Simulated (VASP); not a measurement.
Wanted: the native input for a VASP 6.6.1 run.

```
Task                   : single point
Functional             : PBE
Potentials or basis    : VASP PAW PBE potentials, release 64 (Be, S)
Cutoff                 : 520 eV
k mesh                 : 5 × 4 × 1
Occupations            : fermi-dirac, width 0.15 eV
Spin                   : no spin polarisation
Dipole correction      : no
Further INCAR settings : LREAL = Auto; ALGO = Normal; EDIFF = 1e-06; NBANDS = 36
```

The structure of Be18S lies in POSCAR:

```
Be18S
1.0
    4.5800000000      0.0000000000      0.0000000000
    3.4350000000      5.9495950000      0.0000000000
    0.0000000000      0.0000000000     15.5884300000
Be S
18 1
Direct
    0.0000000000      0.0000000000      0.0641500780
    0.5000000000      0.0000000000      0.0641500780
    0.0000000420      0.3333332773      0.0641500780
    0.5000000420      0.3333332773      0.0641500780
   -0.0000000420      0.6666667227      0.0641500780
    0.4999999580      0.6666667227      0.0641500780
   -0.1725016365      0.2185526914      0.1782028081
    0.3287075612      0.2174137904      0.1849378674
   -0.1708242279      0.5502544291      0.1811900878
    0.3371111311      0.5526524074      0.1824851508
   -0.1691332318      0.8912635230      0.1830353666
    0.3327891693      0.8918912968      0.1807319275
    0.0272502819     -0.0226949902      0.2996727060
    0.5191655038     -0.0057540051      0.2997077961
   -0.0224256592      0.3347483316      0.3038784534
    0.4610040708      0.3493491574      0.2997191507
   -0.0089840131      0.6644613625      0.2944807142
    0.5014223085      0.6691865581      0.2953552731
    0.7800174138      0.1895779461      0.3972781095
```

One way to write it, as run:

INCAR

```
SYSTEM = Be18S
PREC = Accurate ; ENCUT = 520
EDIFF = 1E-6 ; ISMEAR = -1
SIGMA = 0.15 ; LREAL = Auto
LASPH = .True. ; NELM = 100
ALGO = Normal ; ISIF = 2
LWAVE = .False. ; LCHARG = .True.
GGA = PE ; LELF = .True.
LVHAR = .True. ; NBANDS = 36
```

KPOINTS

```
Automatic mesh
0
Gamma
  5 4 1
  0 0 0
```

Potentials or basis: VASP PAW PBE potentials, release 64 (Be, S).

Launch:

```bash
$ cat potpaw_PBE.64/Be/POTCAR potpaw_PBE.64/S/POTCAR > POTCAR
$ mpirun -np 1 vasp_std > vasp.out
```

It gave:

| Item | Value |
| --- | --- |
| Largest force | 0.445 eV/Å |
| Band gap on the k mesh | zero (bands 21 and 22 overlap by 0.50 eV) |

Caveat: there is no dipole correction, which matters where the two faces differ.

It took 3.6 min on 1 thread of AMD EPYC 9R45 96-Core Processor (Zen 5), with other jobs on the host, peak memory 0.5 GiB.
